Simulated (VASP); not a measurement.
Here is a VASP 6.6.1 calculation.

INCAR

```
SYSTEM = Ga3Sb2N
ALGO = Normal
EDIFF = 1E-7
ENCUT = 520
GGA = PE
ISIF = 2
ISMEAR = -1
LASPH = .TRUE.
LCHARG = .FALSE.
LREAL = .FALSE.
LWAVE = .FALSE.
NBANDS = 36
NELM = 80
PREC = Accurate
SIGMA = 0.02
```

File KPOINTS:

```
k-points
0
G
  12 12 4
  0 0 0
```

File POSCAR:

```
Ga3Sb2N
1.0
    4.0381461368      0.0000000000      0.0000000000
   -2.0190730684      3.4971371387      0.0000000000
    0.0000000000      0.0000000000     10.0849086678
N Sb Ga
1 2 3
Direct
    0.0000000000      0.0000000000     -0.0056870999
    0.3333333333      0.6666666667      0.3101294527
    0.6666666667      0.3333333333      0.6828426411
    0.3333333333      0.6666666667      0.0392511888
    0.6666666667      0.3333333333      0.4205890112
    0.0000000000      0.0000000000      0.8028748061
```

Potentials or basis: VASP PAW PBE potentials, release 64 (N, Sb, Ga_d).

Command:

```sh
$ cat potpaw_PBE.64/N/POTCAR potpaw_PBE.64/Sb/POTCAR potpaw_PBE.64/Ga_d/POTCAR > POTCAR
$ mpirun -np 1 vasp_std > vasp.out
```

(1) What does it give for the band gap on the k mesh?

(2) Estimate the pressure.

(3) Predict the largest force.

## Answers

(1) zero (bands 27 and 28 overlap by 0.79 eV).

(2) 0.1 GPa.

(3) 0.006 eV/Å.

Caveat: semilocal functionals underestimate gaps, so a narrow gap can read as zero; spin-orbit coupling is left out, which moves the levels of the heavy elements.
